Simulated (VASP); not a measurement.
# TiSe2 (P-3m1) in VASP: a series of runs

Runs on TiSe2. Level: PBE. Tasks: single point.

Program: VASP 6.6.1. These are calculated values, not measurements. Logs are shortened: lines on timing, memory, paths and dates and some standing lists are left out, and cuts for length are marked.

## Step 1: The cell of the first run

The structure is trigonal, space group P-3m1 (No. 164). Conventional cell: a = 3.543 Å, b = 3.543 Å, c = 6.670 Å, α = 90.00°, β = 90.00°, γ = 120.00°. Within 3.4 Å of Ti (site symmetry -3m) lie 6 Se at 2.56 Å. Se (site symmetry 3m) has 3 Ti at 2.56 Å within 3.4 Å.

## Step 2: Single point, PBE, non-collinear spin, zero start, spin-orbit coupling

Input file INCAR:

```
PREC = Accurate
ENCUT = 500
EDIFF = 1E-6
ISMEAR = 1
SIGMA = 0.1
LREAL = False
LASPH = True
NELM = 200
ALGO = Normal
ISIF = 2
LWAVE = False
LCHARG = False
MAGMOM = 0 0 0 0 0 0 0 0 0
LORBIT = 11
LSORBIT = True
GGA_COMPAT = False
LORBMOM = True
LMAXMIX = 4
GGA = PE
NBANDS = 37
```

Input file KPOINTS:

```
regular mesh
0
Gamma
  12 12 6
```

Input file POSCAR:

```
TiSe2
1.0
    3.5431360632      0.0000000000      0.0000000000
   -1.7715680316      3.0684458398      0.0000000000
    0.0000000000      0.0000000000      6.6702112453
Ti Se
1 2
Direct
    0.0000000000      0.0000000000      0.0000000000
    0.3333333333      0.6666666667      0.2318608152
    0.6666666667      0.3333333333      0.7681391848
```

Potentials or basis: VASP PAW PBE potentials, release 64 (Ti_sv, Se).

On the command line:

```sh
$ cat potpaw_PBE.64/Ti_sv/POTCAR potpaw_PBE.64/Se/POTCAR > POTCAR
$ mpirun -np 1 vasp_ncl > vasp.out
```

OUTCAR:

```text
PREC = Accurate
   ENCUT = 500
   EDIFF = 1E-6
   ISMEAR = 1
   LREAL = False
   LASPH = True
   NELM = 200
   ISIF = 2
   LORBIT = 11
   LSORBIT = True
   GGA = PE

 ion  position               nearest neighbor table
   1  0.000  0.000  0.000-   2 2.56   3 2.56   3 2.56   2 2.56   3 2.56   2 2.56
   2  0.333  0.667  0.232-   1 2.56   1 2.56   1 2.56
   3  0.667  0.333  0.768-   1 2.56   1 2.56   1 2.56

  LATTYP: Found a hexagonal cell.
 ALAT       =     3.5431360632
 C/A-ratio  =     1.8825727057

  Lattice vectors:

 A1 = (   3.5431360632,   0.0000000000,   0.0000000000)
 A2 = (  -1.7715680316,   3.0684458398,   0.0000000000)
 A3 = (   0.0000000000,   0.0000000000,   6.6702112453)

Analysis of symmetry for initial positions (statically):
=====================================================================
 Subroutine PRICEL returns:
 Original cell was already a primitive cell.

 Routine SETGRP: Setting up the symmetry group for a
 hexagonal supercell.

 Subroutine GETGRP returns: Found 12 space group operations
 (whereof 12 operations were pure point group operations)
 out of a pool of 24 trial point group operations.

The static configuration has the point symmetry D_3d.

Analysis of symmetry for dynamics (positions and initial velocities):
=====================================================================
 Subroutine PRICEL returns:
 Original cell was already a primitive cell.

 Routine SETGRP: Setting up the symmetry group for a
 hexagonal supercell.

 Subroutine GETGRP returns: Found 12 space group operations
 (whereof 12 operations were pure point group operations)
 out of a pool of 24 trial point group operations.

The dynamic configuration has the point symmetry D_3d.

Analysis of structural, dynamic, and magnetic symmetry:
=====================================================================
 Subroutine PRICEL returns:
 Original cell was already a primitive cell.

 Routine SETGRP: Setting up the symmetry group for a
 hexagonal supercell.

 Subroutine GETGRP returns: Found 12 space group operations
 (whereof 12 operations were pure point group operations)
 out of a pool of 24 trial point group operations.

The overall configuration has the point symmetry D_3d.

 Subroutine INISYM returns: Found 12 space group operations
 (whereof 12 operations are pure point group operations),
 and found     1 'primitive' translations

----------------------------------------------------------------------------------------

                                     Primitive cell
[... 1114 lines left out ...]
     -0.00000      2.04563      1.54656         0.000000      0.000000      0.019363
      1.77157      1.02282      5.12365        -0.000000     -0.000000     -0.019363
 -----------------------------------------------------------------------------------
    total drift:                                0.000000     -0.000000      0.000000

  FREE ENERGIE OF THE ION-ELECTRON SYSTEM (eV)
  ---------------------------------------------------
  free  energy   TOTEN  =       -18.2550825044 eV

  energy  without entropy=      -18.2541204209  energy(sigma->0) =      -18.25476181

 orbital moment (x)

 # of ion     p       d       tot
 ----------------------------------------
  1        -0.000  -0.000  -0.000
  2         0.000  -0.000   0.000
  3         0.000  -0.000   0.000
 ----------------------------------------
            0.000  -0.000   0.000

 orbital moment (y)

 # of ion     p       d       tot
 ----------------------------------------
  1         0.000   0.000   0.000
  2        -0.000  -0.000  -0.000
  3        -0.000  -0.000  -0.000
 ----------------------------------------
           -0.000  -0.000  -0.000

 orbital moment (z)

 # of ion     p       d       tot
 ----------------------------------------
  1         0.000   0.000   0.000
  2         0.000  -0.000  -0.000
  3         0.000  -0.000  -0.000
 ----------------------------------------
            0.000   0.000   0.000

 Spin-Orbit-Coupling matrix elements

 Ion:    1  E_soc:     -0.0122346
 l=   1
     0.0000000    -0.0017557    -0.0017563
    -0.0017557     0.0000000    -0.0017557
    -0.0017563    -0.0017557     0.0000000
 l=   2
     0.0000000    -0.0000794     0.0000000    -0.0000794    -0.0001315
    -0.0000794     0.0000000    -0.0001292    -0.0001420    -0.0000794
     0.0000000    -0.0001292     0.0000000    -0.0001292     0.0000000
    -0.0000794    -0.0001420    -0.0001292     0.0000000    -0.0000794
    -0.0001315    -0.0000794     0.0000000    -0.0000794     0.0000000
 l=   3
     0.0000000     0.0000000     0.0000000     0.0000000     0.0000000     0.0000000     0.0000000
     0.0000000     0.0000000     0.0000000     0.0000000     0.0000000     0.0000000     0.0000000
     0.0000000     0.0000000     0.0000000     0.0000000     0.0000000     0.0000000     0.0000000
     0.0000000     0.0000000     0.0000000     0.0000000     0.0000000     0.0000000     0.0000000
[... 29 lines left out ...]
 l=   2
     0.0000000    -0.0000001     0.0000000    -0.0000001     0.0000003
    -0.0000001     0.0000000     0.0000029     0.0000040    -0.0000001
     0.0000000     0.0000029     0.0000000     0.0000029     0.0000000
    -0.0000001     0.0000040     0.0000029     0.0000000    -0.0000001
     0.0000003    -0.0000001     0.0000000    -0.0000001     0.0000000
 l=   3
     0.0000000     0.0000000     0.0000000     0.0000000     0.0000000     0.0000000     0.0000000
     0.0000000     0.0000000     0.0000000     0.0000000     0.0000000     0.0000000     0.0000000
     0.0000000     0.0000000     0.0000000     0.0000000     0.0000000     0.0000000     0.0000000
     0.0000000     0.0000000     0.0000000     0.0000000     0.0000000     0.0000000     0.0000000
     0.0000000     0.0000000     0.0000000     0.0000000     0.0000000     0.0000000     0.0000000
     0.0000000     0.0000000     0.0000000     0.0000000     0.0000000     0.0000000     0.0000000
     0.0000000     0.0000000     0.0000000     0.0000000     0.0000000     0.0000000     0.0000000

 total charge

# of ion       s       p       d       tot
------------------------------------------
    1        2.179   6.158   1.810  10.148
    2        1.472   2.355   0.032   3.859
    3        1.472   2.355   0.032   3.859
--------------------------------------------------
tot          5.123  10.868   1.874  17.866

 magnetization (x)

# of ion       s       p       d       tot
------------------------------------------
    1       -0.000   0.000   0.000  -0.000
    2        0.000   0.000   0.000   0.000
    3        0.000   0.000   0.000   0.000
--------------------------------------------------
tot         -0.000   0.000   0.000   0.000

 magnetization (y)

# of ion       s       p       d       tot
------------------------------------------
    1        0.000   0.000   0.000   0.000
    2        0.000   0.000   0.000   0.000
    3        0.000   0.000   0.000   0.000
--------------------------------------------------
tot          0.000   0.000   0.000   0.000

 magnetization (z)

# of ion       s       p       d       tot
------------------------------------------
    1       -0.000   0.000   0.000  -0.000
    2        0.000   0.000   0.000   0.000
    3        0.000   0.000   0.000   0.000
--------------------------------------------------
tot         -0.000   0.000   0.000  -0.000
```

Wall time 5.3 min (1 thread of Intel Xeon 6975P-C (Granite Rapids), shared host); peak memory 0.58 GiB.

Results:

```yaml
Free_energy: -18.2551 eV
Pressure: 0.1 GPa
Largest_force: 0.019 eV/Å
Net_moment: 0.00 μB per cell
Valence_electrons_inside_the_program's_atomic_spheres: Ti 10.15; Se 3.86
```

Forces in eV/Å, atoms in the order of the input:
```
Ti   0.000  0.000  0.000
Se   0.000  0.000  0.019
Se   0.000  0.000 -0.019
```

Moments on the atoms (μB; x, y, z):
```
Ti  0.00 0.00 0.00
Se  0.00 0.00 0.00
Se  0.00 0.00 0.00
```

Caveat: this functional lacks dispersion, which binds layers or chains, so the pressure and a relaxed spacing across them are unreliable.

## Step 3: Single point, PBE, non-collinear spin, zero start, spin-orbit coupling

Input file INCAR:

```
ALGO = Normal
EDIFF = 1E-6
ENCUT = 500
GGA = PE
GGA_COMPAT = False
ISIF = 2
ISMEAR = 0
LASPH = True
LCHARG = True
LMAXMIX = 4
LORBIT = 11
LORBMOM = True
LREAL = False
LSORBIT = True
LVHAR = True
LWAVE = False
MAGMOM = 0 0 0 0 0 0 0 0 0
NBANDS = 37
NELM = 200
PREC = Accurate
SIGMA = 0.05
```

Input file KPOINTS:

```
k-points
0
Gamma
  12 12 6
```

POSCAR is that of step 2.

Potentials or basis: VASP PAW PBE potentials, release 64 (Ti_sv, Se).

On the command line:

```sh
$ cat potpaw_PBE.64/Ti_sv/POTCAR potpaw_PBE.64/Se/POTCAR > POTCAR
$ mpirun -np 1 vasp_ncl > vasp.out
```

It took 14 min on 1 thread of Oxide Virtual Turin-like, shared host; peak memory 0.55 GiB.

The run converged. Its results:

| Item | Value |
| --- | --- |
| Free energy | -18.2556 eV |
| Pressure | 0.1 GPa |
| Largest force | 0.018 eV/Å |
| Net moment | 0.00 μB per cell |
| Valence electrons inside the program's atomic spheres | Ti 10.15; Se 3.86 |

Forces on the atoms (eV/Å):
```
Ti   0.000  0.000  0.000
Se   0.000  0.000  0.018
Se   0.000  0.000 -0.018
```

Moments on the atoms (μB; x, y, z):
```
Ti  0.00 0.00 0.00
Se  0.00 0.00 0.00
Se  0.00 0.00 0.00
```

Caveat: this functional lacks dispersion, which binds layers or chains, so the pressure and a relaxed spacing across them are unreliable.
